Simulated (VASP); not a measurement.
# Hg (R-3m) in VASP: a series of runs, part 2 of 2

VASP 6.6.1. The steps go on from the part before.

## (4) Single point, LDA

The input, INCAR:

```
ALGO     = Normal         # electronic algorithm
EDIFF    = 1E-7           # SCF threshold, eV
ENCUT    = 520            # plane-wave cutoff, eV
ISIF     = 2              # what is computed and relaxed
ISMEAR   = -1             # smearing method
LASPH    = True           # aspherical terms in the spheres
LCHARG   = False          # write CHGCAR
LREAL    = False          # projectors in reciprocal space
LWAVE    = False          # write WAVECAR
NBANDS   = 12             # bands
NELM     = 60             # most SCF steps
PREC     = Accurate       # precision mode
SIGMA    = 0.1            # smearing width, eV
```

The input, KPOINTS:

```
k-points
0
Gamma
  11 11 11
```

The input, POSCAR:

```
Hg
1.0
    1.7463233735      1.0082402698      2.1478810803
   -1.7463233735      1.0082402698      2.1478810803
    0.0000000000     -2.0164805396      2.1478810803
Hg
1
Direct
    0.0000000000      1.0000000000      0.0000000000
```

Potentials or basis: VASP PAW LDA potentials, release 64 (Hg).

On the command line:

```sh
> cat potpaw_LDA.64/Hg/POTCAR > POTCAR
> mpirun -np 1 vasp_std > vasp.out
```

OUTCAR:

```text
EDIFF = 1E-7
   ENCUT = 520
   ISIF = 2
   ISMEAR = -1
   LASPH = True
   LREAL = False
   NELM = 60
   PREC = Accurate

 ion  position               nearest neighbor table
   1  0.000  0.000  0.000-

  LATTYP: Found a trigonal (rhomboedric) cell.
 ALAT       =     2.9461138643
 COS(alpha) =     0.2972833017

  Lattice vectors:

 A1 = (   1.7463233735,   1.0082402698,   2.1478810803)
 A2 = (  -1.7463233735,   1.0082402698,   2.1478810803)
 A3 = (   0.0000000000,  -2.0164805396,   2.1478810803)

Analysis of symmetry for initial positions (statically):
=====================================================================
 Subroutine PRICEL returns:
 Original cell was already a primitive cell.

 Routine SETGRP: Setting up the symmetry group for a
 trigonal (rhombohedral) supercell.

 Subroutine GETGRP returns: Found 12 space group operations
 (whereof 12 operations were pure point group operations)
 out of a pool of 12 trial point group operations.

The static configuration has the point symmetry D_3d.

Analysis of symmetry for dynamics (positions and initial velocities):
=====================================================================
 Subroutine PRICEL returns:
 Original cell was already a primitive cell.

 Routine SETGRP: Setting up the symmetry group for a
 trigonal (rhombohedral) supercell.

 Subroutine GETGRP returns: Found 12 space group operations
 (whereof 12 operations were pure point group operations)
 out of a pool of 12 trial point group operations.

The dynamic configuration has the point symmetry D_3d.

 Subroutine INISYM returns: Found 12 space group operations
 (whereof 12 operations are pure point group operations),
 and found     1 'primitive' translations

----------------------------------------------------------------------------------------

                                     Primitive cell

  volume of cell :      22.6908

  direct lattice vectors                    reciprocal lattice vectors
     1.746323374  1.008240270  2.147881080     0.286315815  0.165304513  0.155191708
    -1.746323374  1.008240270  2.147881080    -0.286315815  0.165304513  0.155191708
     0.000000000 -2.016480540  2.147881080     0.000000000 -0.330609026  0.155191708

  length of vectors
     2.946113864  2.946113864  2.946113864     0.365221569  0.365221569  0.365221569

  position of ions in fractional coordinates (direct lattice)
     0.000000000  0.000000000  0.000000000

  ion indices of the primitive-cell ions
   primitive index   ion index
                 1           1

----------------------------------------------------------------------------------------

 KPOINTS: k-points

Automatic generation of k-mesh.
 Grid dimensions read from file:
 generate k-points for:   11   11   11

 Generating k-lattice:

  Cartesian coordinates                     Fractional coordinates (reciprocal lattice)
     0.026028710  0.015027683  0.014108337     0.090909091  0.000000000  0.000000000
    -0.026028710  0.015027683  0.014108337     0.000000000  0.090909091  0.000000000
     0.000000000 -0.030055366  0.014108337     0.000000000  0.000000000  0.090909091

  Length of vectors
     0.033201961  0.033201961  0.033201961

  Shift w.r.t. Gamma in fractional coordinates (k-lattice)
     0.000000000  0.000000000  0.000000000

 Subroutine IBZKPT returns following result:
 ===========================================

 Found    146 irreducible k-points:

 Following reciprocal coordinates:
            Coordinates               Weight
  0.000000  0.000000  0.000000      1.000000
  0.090909  0.000000 -0.000000      6.000000
  0.181818 -0.000000 -0.000000      6.000000
  0.272727  0.000000 -0.000000      6.000000
  0.363636 -0.000000 -0.000000      6.000000
  0.454545  0.000000 -0.000000      6.000000
[... 16 lines left out ...]
 -0.272727  0.181818  0.000000     12.000000
 -0.181818  0.181818  0.000000      6.000000
 [... further k-points ...]
   k-points           NKPTS =    146   k-points in BZ     NKDIM =    146   number of bands    NBANDS=     12
   number of dos      NEDOS =    301   number of ions     NIONS =      1
   total plane-waves  NPLWV =  13824
   dimension x,y,z NGX =    24 NGY =   24 NGZ =   24
   dimension x,y,z NGXF=    48 NGYF=   48 NGZF=   48
   ions per type =               1
   NGX,Y,Z   is equivalent  to a cutoff of  13.54, 13.54, 13.54 a.u.
   NGXF,Y,Z  is equivalent  to a cutoff of  27.09, 27.09, 27.09 a.u.
 SYSTEM =  unknown system
   PREC   = accura    normal or accurate (medium, high low for compatibility)
   ISTART =      0    job   : 0-new  1-cont  2-samecut
   ICHARG =      2    charge: 1-file 2-atom 10-const
   ISPIN  =      1    spin polarized calculation?
   LNONCOLLINEAR =      F non collinear calculations
   LSORBIT =      F    spin-orbit coupling
   LASPH  =      T    aspherical Exc in radial PAW
   ENCUT  =  520.0 eV  38.22 Ry    6.18 a.u.   5.48  5.48  5.48*2*pi/ulx,y,z
   NELM   =     60;   NELMIN=  2; NELMDL= -5     # of ELM steps
   EDIFF  = 0.1E-06   stopping-criterion for ELM
   LREAL  =      F    real-space projection
   EDIFFG = 0.1E-05   stopping-criterion for IOM
   NSW    =      0    number of steps for IOM
   IBRION =     -1    ionic relax: 0-MD 1-quasi-New 2-CG
   NFREE  =      0    steps in history (QN), initial steepest desc. (CG)
   ISIF   =      2    stress and relaxation
   ISYM   =      2    0-nonsym 1-usesym 2-fastsym
   POTIM  = 0.5000    time-step for ionic-motion
   TEBEG  =    0.0;   TEEND  =   0.0 temperature during run
   PSTRESS=    0.0 pullay stress
   NELECT =      12.0000    total number of electrons
   NUPDOWN=      -1.0000    fix difference up-down
   EMIN   =  10.00;   EMAX   =-10.00  energy-range for DOS
   EFERMI =   0.00;   METHOD = LEGACY
   ISMEAR =    -1;   SIGMA  =   0.10  broadening in eV -4-tet -1-fermi 0-gaus
   EFERMI_NEDOS =   21; number of points for ismear=-14 and -15
   IALGO  =     38    algorithm
   IMIX   =      4    mixing-type and parameters
     AMIX     =   0.40;   BMIX     =  1.00
     AMIX_MAG =   1.60;   BMIX_MAG =  1.00
  volume/ion in A,a.u.               =      22.69       153.13
  Fermi-wavevector in a.u.,A,eV,Ry     =   1.323890  2.501789 23.846718  1.752684
  Thomas-Fermi vector in A             =   2.453465
   LORBIT       =      0    0 simple, 1 ext, 2 COOP (PROOUT), +10 PAW based schemes
   GGA     = CA    functional components
   LHFCALC =     F    Hartree Fock is set to
   AEXX    =    0.0000 exact exchange contribution
   IVDW    =     0    specifies the selected vdW correction
   LEPSILON=     F    determine dielectric tensor
   LRPA    =     F    only Hartree local field effects (RPA)
 non-spin polarized calculation
  energy-cutoff  :      520.00
  volume of cell :       22.69
 maximum number of plane-waves:       631
 NGX is ok and might be reduce to    24
   NGX = 11   NGY = 11   NGZ = 11

 number of electron      12.0000003 magnetization

 Free energy of the ion-electron system (eV)
  ---------------------------------------------------
  ext. energy  EPLUGINS =         0.00000000
  ---------------------------------------------------
  free energy    TOTEN  =        -0.97129127 eV

  energy without entropy =       -0.96200421  energy(sigma->0) =       -0.96664774

 E-fermi :   2.8606     XC(G=0): -11.3633

 val. band max:        2.7343102986   @ k =  -0.2727   0.4545   0.2727
 cond. band min:       2.9318819785   @ k =  -0.4545   0.2727   0.0000
 fundamental gap:      0.1975716799
 Fermi energy:         2.8606250301

 k-point     1 :       0.0000    0.0000    0.0000
  band No.  band energies     occupation
      1      -6.6757      2.00000
      2      -5.1388      2.00000
      3      -5.1388      2.00000
      4      -3.4567      2.00000
      5      -3.3433      2.00000
      6      -3.3433      2.00000
      7      14.9034      0.00000
      8      15.3183      0.00000
      9      15.3183      0.00000
     10      19.9559      0.00000
     11      21.2917      0.00000
     12      21.2917      0.00000

 k-point     2 :       0.0909    0.0000   -0.0000
  band No.  band energies     occupation
      1      -6.4899      2.00000
      2      -5.1258      2.00000
      3      -5.0650      2.00000
      4      -3.4618      2.00000
      5      -3.3775      2.00000
      6      -3.3531      2.00000
      7      13.4753      0.00000
      8      15.1250      0.00000
      9      15.4681      0.00000
     10      20.5316      0.00000
     11      21.1549      0.00000
     12      22.4272      0.00000
[... 316 lines left out ...]
 k-point    24 :      -0.1818    0.1818    0.0000
  band No.  band energies     occupation
      1      -5.4045      2.00000
      2      -4.8268      2.00000
      3      -4.6253      2.00000
      4      -3.5060      2.00000
      5      -3.4981      2.00000
      6      -3.0164      2.00000
      7       9.2689      0.00000
      8      10.3987      0.00000
      9      17.4523      0.00000
     10      19.4758      0.00000
     11      21.2416      0.00000
     12      22.8167      0.00000

 [... further k-points ...]
[... 5 lines left out ...]
  --------------------------------------------------------------------------------------
  -------------------------------------------------------------------------------------
  Total        0.0822611      0.0822611      0.1462497      0.0000000      0.0000000     -0.0000000
  in kB        5.8083766      5.8083766     10.3265550      0.0000000      0.0000000     -0.0000000
  external PRESSURE =       7.3144361 kB  Pullay stress =       0.0000000 kB

 VOLUME and BASIS-vectors are now :
 -----------------------------------------------------------------------------
  energy-cutoff  :      520.00
  volume of cell :       22.69
      direct lattice vectors                 reciprocal lattice vectors
     1.746323374  1.008240270  2.147881080     0.286315815  0.165304513  0.155191708
    -1.746323374  1.008240270  2.147881080    -0.286315815  0.165304513  0.155191708
     0.000000000 -2.016480540  2.147881080     0.000000000 -0.330609026  0.155191708

 POSITION                                       TOTAL-FORCE (eV/Angst)
 -----------------------------------------------------------------------------------
      0.00000      0.00000      0.00000        -0.000000      0.000000      0.000000
 -----------------------------------------------------------------------------------
    total drift:                               -0.000000     -0.000000     -0.000000

  FREE ENERGIE OF THE ION-ELECTRON SYSTEM (eV)
  ---------------------------------------------------
  free  energy   TOTEN  =        -0.9712912653 eV

  energy  without entropy=       -0.9620042141  energy(sigma->0) =       -0.96664774
```

Run time: 18 s. Hardware: 1 thread of Intel Xeon Platinum 8259CL at 2.50GHz (Skylake/Cascade Lake), shared host; peak memory 0.15 GiB.

What came out:

- Free energy: -0.9713 eV
- Pressure: 0.7 GPa
- Band gap on the k mesh: zero (band 6 reaches 4.07 eV, above the bottom of band 7 at 1.30 eV)

Stress tensor (GPa, compression positive):
```
0.58 0.00 0.00
0.00 0.58 0.00
0.00 0.00 1.03
```

Caveat: spin-orbit coupling is left out, which moves the levels of the heavy elements.
